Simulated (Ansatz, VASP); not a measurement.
Two plane-wave programs on PbS

```
Pb S
1.0
     8.39691    0.00000    0.00000
     0.00000    4.19854    0.00000
     0.00000    0.00000    5.95490
Pb S
4 4
Cartesian
  1.0482 3.1489 4.4671
  5.2467 3.1489 4.4652
  7.3487 1.0496 1.4878
  3.1502 1.0496 1.4897
  7.3501 1.0496 4.4675
  3.1516 1.0496 4.4649
  1.0468 3.1489 1.4874
  5.2453 3.1489 1.4900
```

Alike in both runs: task single point; functional r2SCAN; k mesh 4 × 6 × 4; no spin polarisation.

|  | VASP | Ansatz |
| --- | --- | --- |
| version | VASP 6.6.1 | Ansatz 0.2.0 |
| potentials or method | VASP PAW PBE potentials, release 64 (Pb_d, S) | plane waves, PAW |
| plane-wave cutoff (eV) | 520 | 500 |
| occupations | gaussian, width 0.01 eV | fixed |
| valence electrons in the cell | 80 | 80 |

|  | VASP | Ansatz | Ansatz less VASP |
| --- | --- | --- | --- |
| gap on the k mesh at the Fermi level (eV) | 0.64 | 0.63 | -0.010 |
| pressure (GPa) | 1.0 | 1.0 | +0.02 |

VASP's potentials were made for PBE, not for r2SCAN.

Neither program's run includes spin-orbit coupling.
